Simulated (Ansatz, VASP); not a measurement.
## MgPdC4N4: VASP beside Ansatz

```
Mg Pd C N
1.0
     6.07686    0.00000    0.00000
     0.00000    6.07686    0.00000
     0.00000    0.00000    6.07686
Mg Pd C N
1 1 4 4
Direct
  0.50000 0.50000 0.50000
  0.00000 0.00000 0.00000
  0.19485 0.19485 0.19485
  0.19485 0.80515 0.80515
  0.80515 0.19485 0.80515
  0.80515 0.80515 0.19485
  0.30588 0.30588 0.30588
  0.30588 0.69412 0.69412
  0.69412 0.30588 0.69412
  0.69412 0.69412 0.30588
```

Alike in both runs: functional PBE; k mesh 4 × 4 × 4; occupations gaussian, width 0.1 eV; collinear spin.

Ansatz relaxed the structure, and its values are those at the end. VASP's run is a single point on that final structure, the one shown.

|  | VASP | Ansatz |
| --- | --- | --- |
| version | VASP 6.6.1 | Ansatz 0.2.0 |
| potentials or method | VASP PAW PBE potentials, release 64 (Mg, Pd, C, N), cutoff 520 eV | scalar-relativistic, plane waves, PAW |
| valence electrons in the cell | 48 | 64 |

Ansatz gave:

| Item | Value |
| --- | --- |
| gap on the k mesh at the Fermi level (eV) | none |
| pressure (GPa) | 0.2 |
| rms of the force components (eV/Å) | 0.005 |
| net moment per atom (μB) | 0.20 |
| size of the moment on the site where the two differ most (μB) | 0.81 |

Question: Estimate VASP's values.

Answer: gap on the k mesh at the Fermi level (eV): none; pressure (GPa): 0.5; rms of the force components (eV/Å): 0.205; net moment per atom (μB): 0.20; size of the moment on the site where the two differ most (μB): 1.06.

Site moments also hang on the region over which each program counts them. A gap of «none» marks a metal or a gap that the smearing closes. One of these differences is far larger than is usual between the two programs; its cause wasn't traced. VASP's potentials hold 48 valence electrons a cell and Ansatz's 64, so a difference there can come from the potentials and not from the codes.

Noted on VASP's run: the standard files for N, O and F lose accuracy on very short bonds.
